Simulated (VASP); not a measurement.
# Y: single point with r2SCAN

The system is Y.

```xyz
1
Lattice="0.0000 2.5505 2.5505 2.5505 0.0000 2.5505 2.5505 2.5505 0.0000" Properties=species:S:1:pos:R:3 pbc="T T T"
Y     0.0000    0.0000    0.0000
```

```yaml
Program: VASP 6.6.1
Task: single point
Functional: r2SCAN
Potentials_or_basis: VASP PAW PBE potentials, release 64 (Y_sv)
Cutoff: 520 eV
k_mesh: 14 × 14 × 14
Occupations: gaussian, width 0.1 eV
Spin: no spin polarisation
```

* Pressure: 0.1 GPa

Levels at points of the mesh, in eV from the Fermi level:
| k point | band 1 | band 2 | band 3 | band 4 | band 5 | band 6 | band 7 | band 8 | band 9 | band 10 |
| --- | --- | --- | --- | --- | --- | --- | --- | --- | --- | --- |
| (0.00, 0.00, 0.00) | -44.24 | -23.28 | -23.28 | -23.28 | -4.98 | 2.02 | 2.02 | 2.02 | 4.11 | 4.11 |
| (0.50, 0.00, 0.00) | -44.17 | -23.84 | -23.36 | -23.36 | -1.99 | 0.38 | 1.84 | 1.84 | 5.54 | 5.54 |
| (0.50, 0.50, 0.00) | -44.15 | -23.81 | -23.48 | -23.48 | -1.77 | -0.81 | 1.93 | 5.57 | 5.93 | 5.93 |

Run time: 72 s on 1 thread of Intel(R) Xeon(R) 6975P-C (Granite Rapids), with other jobs on the host, peak memory 0.21 GiB.

Caveat: the PAW data sets were made with another functional, which shifts forces and pressure a little.
